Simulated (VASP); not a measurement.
# P2Se2O (I4/mmm) in VASP: a series of runs

The runs below take P2Se2O through single point, with PBE+D3(BJ).

Program: VASP 6.6.1. These are calculated values, not measurements. Logs are shortened: lines on timing, memory, paths and dates and some standing lists are left out, and cuts for length are marked.

## Step 1: The cell of the first run

The structure is tetragonal, space group I4/mmm (No. 139). Conventional cell: a = 5.081 Å, b = 5.081 Å, c = 8.015 Å, α = 90.00°, β = 90.00°, γ = 90.00°. P (site symmetry 4mm) has 1 O at 1.61 Å within 2.1 Å. Se (site symmetry -4m2) has 4 P at 2.57 Å and 4 O at 3.24 Å within 3.4 Å. Within 2.1 Å of O (site symmetry 4/mmm) lie 2 P at 1.61 Å.

## Step 2: Single point, PBE+D3(BJ)

Contents of INCAR:

```
PREC = Accurate
ENCUT = 520
EDIFF = 1E-6
ISMEAR = 0
SIGMA = 0.01
LREAL = False
LASPH = True
NELM = 80
ALGO = Normal
ISIF = 2
LWAVE = False
LCHARG = True
GGA = PE
IVDW = 12
LELF = True
LVHAR = True
NBANDS = 22
```

Contents of KPOINTS:

```
regular mesh
0
Gamma
  10 10 10
```

Contents of POSCAR:

```
P2Se2O
1.0
   -2.5404982863      2.5404982863      4.0073324169
    2.5404982863     -2.5404982863      4.0073324169
    2.5404982863      2.5404982863     -4.0073324169
P Se O
2 2 1
Direct
    0.7986058480      0.7986058480      0.0000000000
    0.2013941520      0.2013941520      0.0000000000
    0.2500000000      0.7500000000      0.5000000000
    0.7500000000      0.2500000000      0.5000000000
    0.0000000000      0.0000000000      0.0000000000
```

Potentials or basis: VASP PAW PBE potentials, release 64 (P, Se, O).

Launch:

```sh
$ cat potpaw_PBE.64/P/POTCAR potpaw_PBE.64/Se/POTCAR potpaw_PBE.64/O/POTCAR > POTCAR
$ mpirun -np 1 vasp_std > vasp.out
```

OUTCAR:

```text
PREC = Accurate
   ENCUT = 520
   EDIFF = 1E-6
   ISMEAR = 0
   LREAL = False
   LASPH = True
   NELM = 80
   ISIF = 2
   GGA = PE
   IVDW = 12
 IVDW          = 12

 ion  position               nearest neighbor table
   1  0.799  0.799  0.000-   5 1.61   4 2.57   3 2.57   4 2.57   3 2.57
   2  0.201  0.201  0.000-   5 1.61   3 2.57   4 2.57   3 2.57   4 2.57
   3  0.250  0.750  0.500-   1 2.57   2 2.57   1 2.57   2 2.57
   4  0.750  0.250  0.500-   1 2.57   2 2.57   1 2.57   2 2.57
   5  0.000  0.000  0.000-   1 1.61   2 1.61

  LATTYP: Found a body centered tetragonal cell.
 ALAT       =     5.0809965726
 C/A-ratio  =     1.5773804842

  Lattice vectors:

 A1 = (  -2.5404982863,   2.5404982863,   4.0073324169)
 A2 = (   2.5404982863,  -2.5404982863,   4.0073324169)
 A3 = (   2.5404982863,   2.5404982863,  -4.0073324169)

Analysis of symmetry for initial positions (statically):
=====================================================================
 Subroutine PRICEL returns:
 Original cell was already a primitive cell.

 Routine SETGRP: Setting up the symmetry group for a
 body centered tetragonal supercell.

 Subroutine GETGRP returns: Found 16 space group operations
 (whereof 16 operations were pure point group operations)
 out of a pool of 16 trial point group operations.

The static configuration has the point symmetry D_4h.

Analysis of symmetry for dynamics (positions and initial velocities):
=====================================================================
 Subroutine PRICEL returns:
 Original cell was already a primitive cell.

 Routine SETGRP: Setting up the symmetry group for a
 body centered tetragonal supercell.

 Subroutine GETGRP returns: Found 16 space group operations
 (whereof 16 operations were pure point group operations)
 out of a pool of 16 trial point group operations.

The dynamic configuration has the point symmetry D_4h.

 Subroutine INISYM returns: Found 16 space group operations
 (whereof 16 operations are pure point group operations),
 and found     1 'primitive' translations

----------------------------------------------------------------------------------------

                                     Primitive cell

  volume of cell :     103.4554

  direct lattice vectors                    reciprocal lattice vectors
    -2.540498286  2.540498286  4.007332417     0.000000000  0.196811784  0.124771281
     2.540498286 -2.540498286  4.007332417     0.196811784  0.000000000  0.124771281
     2.540498286  2.540498286 -4.007332417     0.196811784  0.196811784  0.000000000

  length of vectors
     5.382097749  5.382097749  5.382097749     0.233029507  0.233029507  0.278333894

  position of ions in fractional coordinates (direct lattice)
     0.798605848  0.798605848  0.000000000
     0.201394152  0.201394152  0.000000000
     0.250000000  0.750000000  0.500000000
     0.750000000  0.250000000  0.500000000
     0.000000000  0.000000000  0.000000000

  ion indices of the primitive-cell ions
   primitive index   ion index
                 1           1
                 2           2
                 3           3
                 4           4
                 5           5

----------------------------------------------------------------------------------------

 KPOINTS: regular mesh

Automatic generation of k-mesh.
 Grid dimensions read from file:
 generate k-points for:   10   10   10

 Generating k-lattice:

  Cartesian coordinates                     Fractional coordinates (reciprocal lattice)
     0.000000000  0.019681178  0.012477128     0.100000000  0.000000000 -0.000000000
     0.019681178  0.000000000  0.012477128     0.000000000  0.100000000 -0.000000000
     0.019681178  0.019681178  0.000000000     0.000000000  0.000000000  0.100000000

  Length of vectors
     0.023302951  0.023302951  0.027833389

  Shift w.r.t. Gamma in fractional coordinates (k-lattice)
     0.000000000  0.000000000  0.000000000

 Subroutine IBZKPT returns following result:
 ===========================================

 Found    102 irreducible k-points:

 Following reciprocal coordinates:
            Coordinates               Weight
  0.000000  0.000000  0.000000      1.000000
  0.100000  0.000000 -0.000000      8.000000
  0.200000  0.000000 -0.000000      8.000000
  0.300000  0.000000  0.000000      8.000000
  0.400000  0.000000  0.000000      8.000000
  0.500000  0.000000 -0.000000      4.000000
[... 16 lines left out ...]
  0.300000  0.300000  0.000000      8.000000
  0.400000  0.300000  0.000000     16.000000
 [... further k-points ...]
   k-points           NKPTS =    102   k-points in BZ     NKDIM =    102   number of bands    NBANDS=     22
   number of dos      NEDOS =    301   number of ions     NIONS =      5
   total plane-waves  NPLWV =  64000
   dimension x,y,z NGX =    40 NGY =   40 NGZ =   40
   dimension x,y,z NGXF=    80 NGYF=   80 NGZF=   80
   ions per type =               2   2   1
   NGX,Y,Z   is equivalent  to a cutoff of  12.36, 12.36, 12.36 a.u.
   NGXF,Y,Z  is equivalent  to a cutoff of  24.71, 24.71, 24.71 a.u.
 SYSTEM =  unknown system
   PREC   = accura    normal or accurate (medium, high low for compatibility)
   ISTART =      0    job   : 0-new  1-cont  2-samecut
   ICHARG =      2    charge: 1-file 2-atom 10-const
   ISPIN  =      1    spin polarized calculation?
   LNONCOLLINEAR =      F non collinear calculations
   LSORBIT =      F    spin-orbit coupling
   LASPH  =      T    aspherical Exc in radial PAW
   ENCUT  =  520.0 eV  38.22 Ry    6.18 a.u.  10.01 10.01 10.01*2*pi/ulx,y,z
   NELM   =     80;   NELMIN=  2; NELMDL= -5     # of ELM steps
   EDIFF  = 0.1E-05   stopping-criterion for ELM
   LREAL  =      F    real-space projection
   EDIFFG = 0.1E-04   stopping-criterion for IOM
   NSW    =      0    number of steps for IOM
   IBRION =     -1    ionic relax: 0-MD 1-quasi-New 2-CG
   NFREE  =      0    steps in history (QN), initial steepest desc. (CG)
   ISIF   =      2    stress and relaxation
   ISYM   =      2    0-nonsym 1-usesym 2-fastsym
   POTIM  = 0.5000    time-step for ionic-motion
   TEBEG  =    0.0;   TEEND  =   0.0 temperature during run
   PSTRESS=    0.0 pullay stress
   NELECT =      28.0000    total number of electrons
   NUPDOWN=      -1.0000    fix difference up-down
   EMIN   =  10.00;   EMAX   =-10.00  energy-range for DOS
   EFERMI =   0.00;   METHOD = LEGACY
   ISMEAR =     0;   SIGMA  =   0.01  broadening in eV -4-tet -1-fermi 0-gaus
   EFERMI_NEDOS =   21; number of points for ismear=-14 and -15
   IALGO  =     38    algorithm
   IMIX   =      4    mixing-type and parameters
     AMIX     =   0.40;   BMIX     =  1.00
     AMIX_MAG =   1.60;   BMIX_MAG =  1.00
  volume/ion in A,a.u.               =      20.69       139.63
  Fermi-wavevector in a.u.,A,eV,Ry     =   1.058952  2.001130 15.257304  1.121380
  Thomas-Fermi vector in A             =   2.194280
   LORBIT       =      0    0 simple, 1 ext, 2 COOP (PROOUT), +10 PAW based schemes
   GGA     = PE    functional components
   LHFCALC =     F    Hartree Fock is set to
   AEXX    =    0.0000 exact exchange contribution
   IVDW    =    12    specifies the selected vdW correction
   LEPSILON=     F    determine dielectric tensor
   LRPA    =     F    only Hartree local field effects (RPA)
 non-spin polarized calculation
 Gauss-broadening in eV      SIGMA  =   0.01
  energy-cutoff  :      520.00
  volume of cell :      103.46
 maximum number of plane-waves:      2818
   NGX = 19   NGY = 19   NGZ = 19

 number of electron      28.0000001 magnetization

 Free energy of the ion-electron system (eV)
  ---------------------------------------------------
  ext. energy  EPLUGINS =         0.00000000
  ---------------------------------------------------
  free energy    TOTEN  =       -24.36802401 eV

  energy without entropy =      -24.36801742  energy(sigma->0) =      -24.36802072

 E-fermi :   4.2235     XC(G=0):  -9.0624

 val. band max:        4.2093096137   @ k =  -0.3000   0.3000   0.3000
 cond. band min:       4.2414770503   @ k =   0.5000   0.4000  -0.0000
 fundamental gap:      0.0321674366
 Fermi energy:         4.2235220242

 k-point     1 :       0.0000    0.0000    0.0000
  band No.  band energies     occupation
      1     -18.2790      2.00000
      2     -10.4906      2.00000
      3      -9.5008      2.00000
      4      -8.3079      2.00000
      5      -2.5855      2.00000
      6      -2.5855      2.00000
[... 14 lines left out ...]
     21       9.8640      0.00000
     22      10.5211      0.00000

 k-point     2 :       0.1000    0.0000   -0.0000
  band No.  band energies     occupation
      1     -18.2761      2.00000
      2     -10.5124      2.00000
      3      -9.4451      2.00000
      4      -8.3642      2.00000
      5      -2.9898      2.00000
      6      -2.7738      2.00000
[... 14 lines left out ...]
     21       9.8673      0.00000
     22      10.3222      0.00000

 k-point     3 :       0.2000    0.0000   -0.0000
  band No.  band energies     occupation
      1     -18.2687      2.00000
      2     -10.5495      2.00000
      3      -9.3493      2.00000
      4      -8.4670      2.00000
      5      -3.5093      2.00000
      6      -2.9306      2.00000
[... 14 lines left out ...]
     21       9.8776      0.00000
     22      10.0900      0.00000
[... 476 lines left out ...]
 k-point    23 :       0.3000    0.3000    0.0000
  band No.  band energies     occupation
      1     -18.2448      2.00000
      2     -10.5867      2.00000
      3      -9.0759      2.00000
      4      -8.6483      2.00000
      5      -5.4274      2.00000
      6      -3.3298      2.00000
[... 14 lines left out ...]
     21      11.1037      0.00000
     22      11.8362      0.00000

 k-point    24 :       0.4000    0.3000    0.0000
  band No.  band energies     occupation
      1     -18.2431      2.00000
      2     -10.4124      2.00000
      3      -9.2688      2.00000
      4      -8.6575      2.00000
      5      -5.6812      2.00000
      6      -3.4817      2.00000
[... 14 lines left out ...]
     21      11.6698      0.00000
     22      12.1380      0.00000

 [... further k-points ...]

------------------------ aborting loop because EDIFF is reached ----------------------------------------

 Edisp (eV)   -1.33701

 E8    (eV) :    -0.5070

  FORCE on cell =-STRESS in cart. coord.  units (eV):
  Direction    XX          YY          ZZ          XY          YZ          ZX
  --------------------------------------------------------------------------------------
  -------------------------------------------------------------------------------------
  Total       0.01116     0.01116    -0.49506     0.00000     0.00000    -0.00000
  in kB       0.17276     0.17276    -7.66678     0.00000     0.00000    -0.00000
  external pressure =       -2.44 kB  Pullay stress =        0.00 kB

 VOLUME and BASIS-vectors are now :
 -----------------------------------------------------------------------------
  energy-cutoff  :      520.00
  volume of cell :      103.46
      direct lattice vectors                 reciprocal lattice vectors
    -2.540498286  2.540498286  4.007332417     0.000000000  0.196811784  0.124771281
     2.540498286 -2.540498286  4.007332417     0.196811784  0.000000000  0.124771281
     2.540498286  2.540498286 -4.007332417     0.196811784  0.196811784  0.000000000

 POSITION                                       TOTAL-FORCE (eV/Angst)
 -----------------------------------------------------------------------------------
      0.00000      0.00000      6.40056         0.000000      0.000000      0.135188
      0.00000      0.00000      1.61411        -0.000000     -0.000000     -0.135188
      2.54050      0.00000      2.00367         0.000000      0.000000      0.000000
      0.00000      2.54050      2.00367         0.000000      0.000000      0.000000
      0.00000      0.00000      0.00000         0.000000      0.000000      0.000000
 -----------------------------------------------------------------------------------
    total drift:                                0.000000     -0.000000      0.000000

  FREE ENERGIE OF THE ION-ELECTRON SYSTEM (eV)
  ---------------------------------------------------
  free  energy   TOTEN  =       -25.7050321065 eV

  energy  without entropy=      -25.7050255194  energy(sigma->0) =      -25.70502881
```

It took 2 min on 1 thread of Intel Xeon 6975P-C (Granite Rapids), shared host; peak memory 0.39 GiB.

Results:

```yaml
Free_energy: -25.7050 eV
Pressure: -0.2 GPa
Largest_force: 0.135 eV/Å
Band_gap_on_the_k_mesh: 0.03 eV, indirect (least direct gap 0.17 eV)
Dispersion_energy_per_atom: -0.267 eV
```

Forces in eV/Å, atoms in the order of the input:
```
P    0.000  0.000  0.135
P    0.000  0.000 -0.135
Se   0.000  0.000  0.000
Se   0.000  0.000  0.000
O    0.000  0.000  0.000
```

Stress tensor (GPa, compression positive):
```
 0.02  0.00  0.00
 0.00  0.02  0.00
 0.00  0.00 -0.77
```

## Step 3: Single point, PBE+D3(BJ)

Contents of INCAR:

```
SYSTEM = P2Se2O
  PREC = Accurate
  ENCUT = 520
  EDIFF = 1E-7
  ISMEAR = 0
  SIGMA = 0.1
  LREAL = .False.
  LASPH = .True.
  NELM = 100
  ALGO = Normal
  ISIF = 2
  LWAVE = .False.
  LCHARG = .False.
  GGA = PE
  IVDW = 12
  NBANDS = 22
```

Contents of KPOINTS:

```
Automatic mesh
0
Gamma
  10 10 10
  0 0 0
```

Contents of POSCAR:

```
P2Se2O
1.0
   -2.5406824827      2.5406824827      4.0100098306
    2.5406824827     -2.5406824827      4.0100098306
    2.5406824827      2.5406824827     -4.0100098306
P Se O
2 2 1
Direct
    0.7987515510      0.7987515510      0.0000000000
    0.2012484490      0.2012484490      0.0000000000
    0.2500000000      0.7500000000      0.5000000000
    0.7500000000      0.2500000000      0.5000000000
    0.0000000000      0.0000000000      0.0000000000
```

Potentials or basis: VASP PAW PBE potentials, release 64 (P, Se, O).

Launch:

```sh
$ cat potpaw_PBE.64/P/POTCAR potpaw_PBE.64/Se/POTCAR potpaw_PBE.64/O/POTCAR > POTCAR
$ mpirun -np 1 vasp_std > vasp.out
```

It took 2 min on 1 thread of Intel Xeon 6975P-C (Granite Rapids), shared host; peak memory 0.39 GiB.

It converged, with:

```yaml
Free_energy: -25.7064 eV
Pressure: -0.2 GPa
Largest_force: 0.135 eV/Å
Band_gap_on_the_k_mesh: 0.03 eV, indirect (least direct gap 0.17 eV)
Dispersion_energy_per_atom: -0.267 eV
```

Forces on the atoms (eV/Å):
```
P    0.000  0.000  0.135
P    0.000  0.000 -0.135
Se   0.000  0.000  0.000
Se   0.000  0.000  0.000
O    0.000  0.000  0.000
```

Stress tensor (GPa, compression positive):
```
 0.02  0.00  0.00
 0.00  0.02  0.00
 0.00  0.00 -0.77
```

Levels at points of the mesh, in eV from the valence-band top:
```csv
k point,band 11,band 12,band 13,band 14,band 15,band 16,band 17,band 18
"(0.00, 0.00, 0.00)",-2.91,-2.91,-2.15,-1.87,2.41,3.23,4.47,4.47
"(0.50, 0.00, 0.00)",-2.84,-1.83,-1.46,-1.00,1.10,1.80,2.96,3.81
"(0.50, 0.50, 0.00)",-1.80,-1.65,-0.29,-0.02,0.21,0.30,0.69,0.78
"(0.50, 0.50, 0.50)",-4.11,-4.11,-3.92,-0.74,3.47,3.47,3.74,3.98
```

A k mesh can miss the band edges.

(Continued in part 2 of 2.)
